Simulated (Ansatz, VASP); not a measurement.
**Si: VASP beside Ansatz**

```
Si
1.0
     2.71547   -2.71547    0.00000
     2.71547    0.00000   -2.71547
     9.05175    3.62054    3.62054
Si
6
Direct
  0.30556 0.30556 0.54163
  0.86113 0.86113 0.20830
  0.74999 0.74999 0.87497
  0.13888 0.13888 0.79163
  0.69445 0.69445 0.45830
  0.25002 0.25002 0.12497
```

Alike in both runs: task single point; functional LDA; k mesh 8 × 8 × 3; occupations gaussian, width 0.05 eV; no spin polarisation.

|  | VASP | Ansatz |
| --- | --- | --- |
| version | VASP 6.6.1 | Ansatz 0.2.0 |
| potentials or method | VASP PAW LDA potentials, release 64 (Si), cutoff 520 eV | scalar-relativistic, plane waves, PAW |
| valence electrons in the cell | 24 | 24 |

|  | VASP | Ansatz | Ansatz less VASP |
| --- | --- | --- | --- |
| gap on the k mesh at the Fermi level (eV) | none | none | - |
| pressure (GPa) | -3.4 | -3.4 | -0.03 |
| traceless stress, the component that is largest in VASP (GPa) | 0.86 | 0.87 | +0.010 |
| rms of the force components (eV/Å) | 0.104 | 0.103 | -0.0007 |

LDA's correlation is that of Perdew and Zunger in VASP and of Perdew and Wang (1992) in Ansatz. Atom by atom the forces differ by 0.001 eV/Å (rms over components). A gap of «none» marks a metal or a gap that the smearing closes.
